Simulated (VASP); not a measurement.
# ZnS (P6_3mc) in VASP: a series of runs

The runs below take ZnS through single point, relaxation of the atoms, with PBE.

Everything below comes from runs of VASP 6.6.1. Logs are shortened: lines on timing, memory, paths and dates and some standing lists are left out, and cuts for length are marked.

### 1 The cell of the first run

It takes space group P6_3mc (No. 186, hexagonal). Conventional cell: a = 3.873 Å, b = 3.873 Å, c = 6.343 Å, α = 90.00°, β = 90.00°, γ = 120.00°. Zn (site symmetry 3m) has 4 S at 2.37 to 2.38 Å within 3.1 Å. S (site symmetry 3m) has 4 Zn at 2.37 to 2.38 Å within 3.1 Å.

### 2 Single point, PBE (20.60 Å³/atom)

INCAR reads:

```
PREC = Accurate
ENCUT = 520
EDIFF = 1E-6
ISMEAR = -1
SIGMA = 0.02
LREAL = F
LASPH = T
NELM = 100
ALGO = Normal
ISIF = 2
LWAVE = F
LCHARG = F
GGA = PE
NBANDS = 26
```

KPOINTS reads:

```
Automatic mesh
0
Gamma
  13 13 7
```

POSCAR reads:

```
ZnS
1.0
    3.8730044530      0.0000000000      0.0000000000
   -1.9365022265      3.3541202452      0.0000000000
    0.0000000000      0.0000000000      6.3430870795
Zn S
2 2
Direct
    0.3333333333      0.6666666667      0.0000000000
    0.6666666667      0.3333333333      0.5000000000
    0.3333333333      0.6666666667      0.3748000000
    0.6666666667      0.3333333333      0.8748000000
```

Potentials or basis: VASP PAW PBE potentials, release 64 (Zn, S).

Started as:

```
$ cat potpaw_PBE.64/Zn/POTCAR potpaw_PBE.64/S/POTCAR > POTCAR
$ mpirun -np 1 vasp_std > vasp.out
```

OUTCAR:

```text
PREC = Accurate
   ENCUT = 520
   EDIFF = 1E-6
   ISMEAR = -1
   LREAL = F
   LASPH = T
   NELM = 100
   ISIF = 2
   GGA = PE

 ion  position               nearest neighbor table
   1  0.333  0.667  0.000-   4 2.37   4 2.37   4 2.37   3 2.38
   2  0.667  0.333  0.500-   3 2.37   3 2.37   3 2.37   4 2.38
   3  0.333  0.667  0.375-   2 2.37   2 2.37   2 2.37   1 2.38
   4  0.667  0.333  0.875-   1 2.37   1 2.37   1 2.37   2 2.38

  LATTYP: Found a hexagonal cell.
 ALAT       =     3.8730044530
 C/A-ratio  =     1.6377691161

  Lattice vectors:

 A1 = (   3.8730044530,   0.0000000000,   0.0000000000)
 A2 = (  -1.9365022265,   3.3541202452,   0.0000000000)
 A3 = (   0.0000000000,   0.0000000000,   6.3430870795)

Analysis of symmetry for initial positions (statically):
=====================================================================
 Subroutine PRICEL returns:
 Original cell was already a primitive cell.

 Routine SETGRP: Setting up the symmetry group for a
 hexagonal supercell.

 Subroutine GETGRP returns: Found 12 space group operations
 (whereof  6 operations were pure point group operations)
 out of a pool of 24 trial point group operations.

The static configuration has the point symmetry C_3v.
 The point group associated with its full space group is C_6v.

Analysis of symmetry for dynamics (positions and initial velocities):
=====================================================================
 Subroutine PRICEL returns:
 Original cell was already a primitive cell.

 Routine SETGRP: Setting up the symmetry group for a
 hexagonal supercell.

 Subroutine GETGRP returns: Found 12 space group operations
 (whereof  6 operations were pure point group operations)
 out of a pool of 24 trial point group operations.

The dynamic configuration has the point symmetry C_3v.
 The point group associated with its full space group is C_6v.

 Subroutine INISYM returns: Found 12 space group operations
 (whereof  6 operations are pure point group operations),
 and found     1 'primitive' translations

----------------------------------------------------------------------------------------

                                     Primitive cell

  volume of cell :      82.4000

[... 87 lines left out ...]
   LNONCOLLINEAR =      F non collinear calculations
   LSORBIT =      F    spin-orbit coupling
   LASPH  =      T    aspherical Exc in radial PAW
   ENCUT  =  520.0 eV  38.22 Ry    6.18 a.u.   7.20  7.20 11.79*2*pi/ulx,y,z
   NELM   =    100;   NELMIN=  2; NELMDL= -5     # of ELM steps
   EDIFF  = 0.1E-05   stopping-criterion for ELM
   LREAL  =      F    real-space projection
   EDIFFG = 0.1E-04   stopping-criterion for IOM
   NSW    =      0    number of steps for IOM
   IBRION =     -1    ionic relax: 0-MD 1-quasi-New 2-CG
   NFREE  =      0    steps in history (QN), initial steepest desc. (CG)
   ISIF   =      2    stress and relaxation
   ISYM   =      2    0-nonsym 1-usesym 2-fastsym
   POTIM  = 0.5000    time-step for ionic-motion
   TEBEG  =    0.0;   TEEND  =   0.0 temperature during run
   PSTRESS=    0.0 pullay stress
   NELECT =      36.0000    total number of electrons
   NUPDOWN=      -1.0000    fix difference up-down
   EMIN   =  10.00;   EMAX   =-10.00  energy-range for DOS
   EFERMI =   0.00;   METHOD = LEGACY
   ISMEAR =    -1;   SIGMA  =   0.02  broadening in eV -4-tet -1-fermi 0-gaus
   EFERMI_NEDOS =   21; number of points for ismear=-14 and -15
   IALGO  =     38    algorithm
   IMIX   =      4    mixing-type and parameters
     AMIX     =   0.40;   BMIX     =  1.00
     AMIX_MAG =   1.60;   BMIX_MAG =  1.00
  volume/ion in A,a.u.               =      20.60       139.02
  Fermi-wavevector in a.u.,A,eV,Ry     =   1.242224  2.347463 20.995427  1.543120
  Thomas-Fermi vector in A             =   2.376588
   LORBIT       =      0    0 simple, 1 ext, 2 COOP (PROOUT), +10 PAW based schemes
   GGA     = PE    functional components
   LHFCALC =     F    Hartree Fock is set to
   AEXX    =    0.0000 exact exchange contribution
   IVDW    =     0    specifies the selected vdW correction
   LEPSILON=     F    determine dielectric tensor
   LRPA    =     F    only Hartree local field effects (RPA)
 non-spin polarized calculation
  energy-cutoff  :      520.00
  volume of cell :       82.40
 maximum number of plane-waves:      2236
 NGX is ok and might be reduce to    30
   NGX = 15   NGY = 15   NGZ = 23

 number of electron      36.0000031 magnetization

 Free energy of the ion-electron system (eV)
  ---------------------------------------------------
  ext. energy  EPLUGINS =         0.00000000
  ---------------------------------------------------
  free energy    TOTEN  =       -13.68850945 eV

  energy without entropy =      -13.68850945  energy(sigma->0) =      -13.68850945

 E-fermi :   2.1037     XC(G=0):  -9.4215

 val. band max:        1.7291336949   @ k =   0.0000   0.0000   0.0000
 cond. band min:       3.7237290698   @ k =   0.0000   0.0000   0.0000
 fundamental gap:      1.9945953749
 Fermi energy:         2.1036972402

 k-point     1 :       0.0000    0.0000    0.0000
  band No.  band energies     occupation
      1     -11.1411      2.00000
      2     -10.2860      2.00000
      3      -4.4504      2.00000
      4      -4.4402      2.00000
      5      -4.4402      2.00000
      6      -4.3654      2.00000
[... 685 lines left out ...]
     25       9.9195      0.00000
     26      10.1423      0.00000

 [... further k-points ...]

------------------------ aborting loop because EDIFF is reached ----------------------------------------

  FORCE on cell =-STRESS in cart. coord.  units (eV):
  Direction    XX          YY          ZZ          XY          YZ          ZX
  --------------------------------------------------------------------------------------
  -------------------------------------------------------------------------------------
  Total       -0.6401252     -0.6401252     -0.5906299      0.0000000      0.0000000      0.0000000
  in kB      -12.4465281    -12.4465281    -11.4841461      0.0000000      0.0000000      0.0000000
  external PRESSURE =     -12.1257341 kB  Pullay stress =       0.0000000 kB

 VOLUME and BASIS-vectors are now :
 -----------------------------------------------------------------------------
  energy-cutoff  :      520.00
  volume of cell :       82.40
      direct lattice vectors                 reciprocal lattice vectors
     3.873004453  0.000000000  0.000000000     0.258197483  0.149070386  0.000000000
    -1.936502227  3.354120245  0.000000000     0.000000000  0.298140772  0.000000000
     0.000000000  0.000000000  6.343087080     0.000000000  0.000000000  0.157651943

 POSITION                                       TOTAL-FORCE (eV/Angst)
 -----------------------------------------------------------------------------------
     -0.00000      2.23608      0.00000        -0.000000      0.000000     -0.001297
      1.93650      1.11804      3.17154         0.000000     -0.000000     -0.001297
     -0.00000      2.23608      2.37739         0.000000     -0.000000      0.001297
      1.93650      1.11804      5.54893        -0.000000      0.000000      0.001297
 -----------------------------------------------------------------------------------
    total drift:                               -0.000000     -0.000000     -0.000344

  FREE ENERGIE OF THE ION-ELECTRON SYSTEM (eV)
  ---------------------------------------------------
  free  energy   TOTEN  =       -13.6885094485 eV

  energy  without entropy=      -13.6885094484  energy(sigma->0) =      -13.68850945
```

OSZICAR:

```text
N       E                     dE             d eps       ncg     rms          rms(c)
DAV:   1     0.243194077395E+03    0.24319E+03   -0.17006E+04  4368   0.165E+03
DAV:   2     0.104446061555E+02   -0.23275E+03   -0.22267E+03  4476   0.346E+02
DAV:   3    -0.139363609726E+02   -0.24381E+02   -0.24134E+02  5314   0.111E+02
DAV:   4    -0.145349763406E+02   -0.59862E+00   -0.59727E+00  5070   0.176E+01
DAV:   5    -0.145442456086E+02   -0.92693E-02   -0.92668E-02  5332   0.215E+00    0.902E+00
DAV:   6    -0.136968209092E+02    0.84742E+00   -0.16357E+00  6562   0.360E+01    0.701E+00
DAV:   7    -0.136923464592E+02    0.44745E-02   -0.11204E+00  4654   0.618E+00    0.332E+00
DAV:   8    -0.136874518541E+02    0.48946E-02   -0.35005E-02  5478   0.195E+00    0.877E-01
DAV:   9    -0.136881002505E+02   -0.64840E-03   -0.75446E-03  5892   0.137E+00    0.213E-01
DAV:  10    -0.136882821501E+02   -0.18190E-03   -0.69525E-04  5098   0.315E-01    0.888E-02
DAV:  11    -0.136885078954E+02   -0.22575E-03   -0.37829E-04  4510   0.120E-01    0.587E-02
DAV:  12    -0.136885061741E+02    0.17214E-05   -0.10125E-05  5292   0.222E-02    0.108E-02
DAV:  13    -0.136885094528E+02   -0.32787E-05   -0.53708E-06  4346   0.129E-02    0.401E-03
DAV:  14    -0.136885094485E+02    0.43037E-08   -0.21894E-07  3644   0.981E-03
   1 F= -.13688509E+02 E0= -.13688509E+02  d E =-.163539E-10
```

stdout:

```text
POSCAR found type information on POSCAR ZnS
 POSCAR found :  2 types and       4 ions
 scaLAPACK will be used
 LDA part: xc-table for (Slater+PW92), standard interpolation
 POSCAR, INCAR and KPOINTS ok, starting setup
 FFT: planning ... GRIDC
 FFT: planning ... GRID_SOFT
 FFT: planning ... GRID
 WAVECAR not read
 entering main loop
```

Wall time 86 s (1 thread of AMD EPYC 9R45 (Zen 5), shared host); peak memory 0.26 GiB.

Results:

```
Free energy            : -13.6885 eV
Pressure               : -1.2 GPa
Band gap on the k mesh : 1.99 eV
```

Stress tensor (GPa, compression positive):
```
-1.24  0.00  0.00
 0.00 -1.24  0.00
 0.00  0.00 -1.15
```

A k mesh can miss the band edges.

### 3 Relaxation of the atoms, PBE (z stretched by -3 %)

INCAR reads:

```
SYSTEM = ZnS
PREC = Accurate
ENCUT = 520
EDIFF = 1E-7
ISMEAR = -1
SIGMA = 0.02
LREAL = .False.
LASPH = .True.
NELM = 80
ALGO = Normal
ISIF = 2
LWAVE = .False.
LCHARG = .False.
GGA = PE
IBRION = 2
NSW = 80
EDIFFG = -0.02
KPAR = 4
```

KPOINTS reads:

```
Automatic mesh
0
Gamma
  13 13 7
  0 0 0
```

POSCAR reads:

```
ZnS
1.0
    3.8227000000      0.0000000000      0.0000000000
   -1.9113500000      3.3105553110      0.0000000000
    0.0000000000      0.0000000000      6.0728790000
Zn S
2 2
Direct
    0.3333333333      0.6666666667      0.0000000000
    0.6666666667      0.3333333333      0.5000000000
    0.3333333333      0.6666666667      0.3748000000
    0.6666666667      0.3333333333      0.8748000000
```

Potentials or basis: VASP PAW PBE potentials, release 64 (Zn, S).

Started as:

```
$ cat potpaw_PBE.64/Zn/POTCAR potpaw_PBE.64/S/POTCAR > POTCAR
$ mpirun -np 4 vasp_std > vasp.out
```

Wall time 100 s (4 MPI ranks of Oxide Virtual Turin-like, shared host); peak memory 0.26 GiB.

It converged, with:

```yaml
Free_energy: -13.6280 eV
Energy_gained_by_relaxing: 2.2 meV/atom
Ionic_steps: 3
Pressure_after_relaxing: 4.0 GPa
Band_gap_on_the_k_mesh: 2.31 eV
```

Stress tensor (GPa, compression positive):
```
2.99 0.00 0.00
0.00 2.99 0.00
0.00 0.00 6.14
```

The path:
```csv
step,energy change (eV),largest force (eV/Å),pressure (GPa)
1,0.0000,0.2518,4.15
2,-0.0079,0.0787,4.07
3,-0.0089,0.0008,4.04
```

Final structure:
```
Zn S
1.0
     3.82270    0.00000    0.00000
    -1.91135    3.31056    0.00000
     0.00000    0.00000    6.07288
Zn S
2 2
Direct
  0.33333 0.66667 0.99700
  0.66667 0.33333 0.49700
  0.33333 0.66667 0.37780
  0.66667 0.33333 0.87780
```

Levels at points of the mesh, in eV from the valence-band top:
```csv
k point,band 14,band 15,band 16,band 17,band 18,band 19,band 20,band 21,band 22
"(0.00, 0.00, 0.00)",-1.05,-1.05,-0.07,-0.07,0.00,2.31,2.83,6.13,6.13
```

Caveat: the cell differs from its parent crystal (z stretched by -3 %). A k mesh can miss the band edges.

### 4 Relaxation of the atoms, PBE (19.02 Å³/atom)

This run uses another cell than the first one, of 19.02 Å³/atom.

INCAR reads:

```
ALGO = Normal
EDIFF = 1E-6
EDIFFG = -0.02
ENCUT = 520
GGA = PE
IBRION = 2
ISIF = 2
ISMEAR = -1
KPAR = 4
LASPH = True
LCHARG = False
LREAL = False
LWAVE = False
NELM = 100
NSW = 80
PREC = Accurate
SIGMA = 0.02
```

KPOINTS reads:

```
k-points
0
Gamma
  13 13 7
```

POSCAR reads:

```
ZnS
1.0
    3.7710355586      0.0000000000      0.0000000000
   -1.8855177793      3.2658125923      0.0000000000
    0.0000000000      0.0000000000      6.1760855735
Zn S
2 2
Direct
    0.3333333333      0.6666666667      0.0000000000
    0.6666666667      0.3333333333      0.5000000000
    0.3333333333      0.6666666667      0.3748000000
    0.6666666667      0.3333333333      0.8748000000
```

Potentials or basis: VASP PAW PBE potentials, release 64 (Zn, S).

Started as:

```
$ cat potpaw_PBE.64/Zn/POTCAR potpaw_PBE.64/S/POTCAR > POTCAR
$ mpirun -np 4 vasp_std > vasp.out
```

OUTCAR:

```text
EDIFF = 1E-6
   EDIFFG = -0.02
   ENCUT = 520
   GGA = PE
   IBRION = 2
   ISIF = 2
   ISMEAR = -1
   LASPH = True
   LREAL = False
   NELM = 100
   NSW = 80
   PREC = Accurate

 ion  position               nearest neighbor table
   1  0.333  0.667  0.000-   4 2.31   4 2.31   4 2.31   3 2.31
   2  0.667  0.333  0.500-   3 2.31   3 2.31   3 2.31   4 2.31
   3  0.333  0.667  0.375-   2 2.31   2 2.31   2 2.31   1 2.31
   4  0.667  0.333  0.875-   1 2.31   1 2.31   1 2.31   2 2.31

  LATTYP: Found a hexagonal cell.
 ALAT       =     3.7710355586
 C/A-ratio  =     1.6377691161

  Lattice vectors:

 A1 = (   3.7710355586,   0.0000000000,   0.0000000000)
 A2 = (  -1.8855177793,   3.2658125923,   0.0000000000)
 A3 = (   0.0000000000,   0.0000000000,   6.1760855735)

Analysis of symmetry for initial positions (statically):
=====================================================================
 Subroutine PRICEL returns:
 Original cell was already a primitive cell.

 Routine SETGRP: Setting up the symmetry group for a
 hexagonal supercell.

[... 173 lines left out ...]
 E-fermi :   2.8716     XC(G=0):  -9.7980

 val. band max:        2.4730144735   @ k =   0.0000   0.0000   0.0000
 cond. band min:       4.8313026405   @ k =   0.0000   0.0000   0.0000
 fundamental gap:      2.3582881670
 Fermi energy:         2.8715782639

 k-point     1 :       0.0000    0.0000    0.0000
  band No.  band energies     occupation
      1     -10.9545      2.00000
      2      -9.9520      2.00000
      3      -4.0205      2.00000
      4      -4.0080      2.00000
      5      -4.0080      2.00000
      6      -3.9206      2.00000
[... 589 lines left out ...]
     21       8.3084      0.00000
     22       9.0943      0.00000

 [... further k-points ...]

------------------------ aborting loop because EDIFF is reached ----------------------------------------

  FORCE on cell =-STRESS in cart. coord.  units (eV):
  Direction    XX          YY          ZZ          XY          YZ          ZX
  --------------------------------------------------------------------------------------
  -------------------------------------------------------------------------------------
  Total        2.2928526      2.2928526      2.3936434      0.0000000     -0.0000000      0.0000000
  in kB       48.2971527     48.2971527     50.4202312      0.0000000     -0.0000000      0.0000000
  external PRESSURE =      49.0048455 kB  Pullay stress =       0.0000000 kB

 VOLUME and BASIS-vectors are now :
 -----------------------------------------------------------------------------
  energy-cutoff  :      520.00
  volume of cell :       76.06
      direct lattice vectors                 reciprocal lattice vectors
     3.771035559  0.000000000  0.000000000     0.265179149  0.153101253  0.000000000
    -1.885517779  3.265812592  0.000000000     0.000000000  0.306202506  0.000000000
     0.000000000  0.000000000  6.176085573     0.000000000  0.000000000  0.161914855

 POSITION                                       TOTAL-FORCE (eV/Angst)
 -----------------------------------------------------------------------------------
     -0.00000      2.17721      0.00000         0.000000     -0.000000      0.014726
      1.88552      1.08860      3.08804        -0.000000      0.000000      0.014726
     -0.00000      2.17721      2.31480         0.000000     -0.000000     -0.014726
      1.88552      1.08860      5.40284        -0.000000      0.000000     -0.014726
 -----------------------------------------------------------------------------------
    total drift:                               -0.000000     -0.000001      0.000930

  FREE ENERGIE OF THE ION-ELECTRON SYSTEM (eV)
  ---------------------------------------------------
  free  energy   TOTEN  =       -13.6228190310 eV

  energy  without entropy=      -13.6228190310  energy(sigma->0) =      -13.62281903

 reached required accuracy - stopping structural energy minimisation
```

CONTCAR:

```text
ZnS
   1.00000000000000
     3.7710355585999999    0.0000000000000000    0.0000000000000000
    -1.8855177793000000    3.2658125923000001    0.0000000000000000
     0.0000000000000000    0.0000000000000000    6.1760855735000000
  Zn              S
     2     2
Direct
     0.3333333332999970    0.6666666667000030    0.0000000000000000
     0.6666666667000030    0.3333333332999970    0.5000000000000000
     0.3333333332999970    0.6666666667000030    0.3748000000000005
     0.6666666667000030    0.3333333332999970    0.8748000000000005

  0.00000000E+00  0.00000000E+00  0.00000000E+00
  0.00000000E+00  0.00000000E+00  0.00000000E+00
  0.00000000E+00  0.00000000E+00  0.00000000E+00
  0.00000000E+00  0.00000000E+00  0.00000000E+00
```

Wall time 57 s (4 MPI ranks of Oxide Virtual Turin-like, shared host); peak memory 0.24 GiB.

Results:

* Free energy: -13.6228 eV
* Pressure after relaxing: 4.9 GPa
* Largest force after relaxing: 0.015 eV/Å
* Band gap on the k mesh: 2.36 eV

Forces on the atoms (eV/Å):
```
Zn   0.000  0.000  0.015
Zn   0.000  0.000  0.015
S    0.000  0.000 -0.015
S    0.000  0.000 -0.015
```

Final structure:
```
Zn S
1.0
     3.77104    0.00000    0.00000
    -1.88552    3.26581    0.00000
     0.00000    0.00000    6.17609
Zn S
2 2
Direct
  0.33333 0.66667 0.00000
  0.66667 0.33333 0.50000
  0.33333 0.66667 0.37480
  0.66667 0.33333 0.87480
```

Caveat: the relaxation stopped at its first step, so nothing moved. A k mesh can miss the band edges.

### 5 The runs side by side

```csv
task,cell,gap on the mesh (eV),pressure (GPa)
single point,"a = 3.873, b = 3.873, c = 6.343 Å, angles 90.0, 90.0, 120.0°, 4 atoms",1.99,-1.2
relaxation of the atoms,"atoms relaxed from a = 3.823, b = 3.823, c = 6.073 Å, angles 90.0, 90.0, 120.0°, 4 atoms",2.31,4.0
relaxation of the atoms,"atoms relaxed from a = 3.771, b = 3.771, c = 6.176 Å, angles 90.0, 90.0, 120.0°, 4 atoms",2.36,4.9
```

Alike in all rows: level PBE; potentials or basis VASP PAW PBE potentials, release 64 (Zn, S); no spin polarisation; k mesh 13 × 13 × 7; cutoff (eV) 520; smearing fermi-dirac 0.02 eV.

Caveats: the relaxation stopped at its first step, so nothing moved (at least some runs).

Absolute energies hang on the potentials; compare differences alone.
